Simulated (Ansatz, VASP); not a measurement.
# Ga in VASP and in Ansatz

File INCAR:

```
SYSTEM = Ga
PREC = Accurate ; ENCUT = 520
EDIFF = 1E-7 ; ISMEAR = -1
SIGMA = 0.1 ; LREAL = .False.
LASPH = .True. ; NELM = 60
ALGO = Normal ; ISIF = 2
LWAVE = .False. ; LCHARG = .False.
GGA = PS ; NBANDS = 20
```

File KPOINTS:

```
regular mesh
0
Gamma
  14 14 11
  0 0 0
```

POSCAR

```
Ga
1.0
    1.4060922937     -4.2897824931      0.0249288028
    1.4060922937      4.2897824931      0.0249288028
   -0.0593885551      0.0000000000      3.3244967266
Ga
2
Direct
    0.8677158820      0.1322841180      0.2500000000
    0.1322841180      0.8677158820      0.7500000000
```

Input for Ansatz:

```yaml
crystal:
  lattice:
    - [1.4060922937, -4.2897824931, 0.0249288028]
    - [1.4060922937, 4.2897824931, 0.0249288028]
    - [-0.0593885551, 0.0, 3.3244967266]
  atoms:
    - { symbol: Ga, position: [0.867715882, 0.132284118, 0.25] }
    - { symbol: Ga, position: [0.132284118, 0.867715882, 0.75] }
hamiltonian:
  xc: pbesol
  pseudopotentials:
    kind: paw
    azcp:
      Ga: "pseudopotentials/Ga.paw.azcp"
basis:
  ecutwfc: 420
  fft_grid_basis: typed
kpoints:
  mp_grid: { grid: [14, 14, 11], shift: [0, 0, 0] }
magnetization:
  spin_polarized: false
scf:
  occupations: { method: fermi_dirac, width: 0.1 }
  lower_state_search: "off"
output:
  stress: true
  write_density: true
  write_potential: true
  elf: true
  volumetric_format: npy
```

Alike in both runs: task single point; functional PBEsol; k mesh 14 × 14 × 11; occupations fermi-dirac, width 0.1 eV; no spin polarisation.

|  | VASP | Ansatz |
| --- | --- | --- |
| version | VASP 6.6.1 | Ansatz 0.2.0 |
| potentials or method | VASP PAW PBE potentials, release 64 (Ga_d), cutoff 520 eV | plane waves (420 eV) with PAW, scalar-relativistic |
| valence electrons in the cell | 26 | 26 |

```csv
,VASP,Ansatz,Ansatz less VASP
pressure (GPa),-4.9,-4.9,-0.05
"traceless stress, the component that is largest in VASP (GPa)",-0.66,-0.66,0.000
```

VASP's potentials were made for PBE, not for PBEsol, and Ansatz warns of the same on its side. With one functional, cell and mesh, what is left measures potentials, basis and numerics.
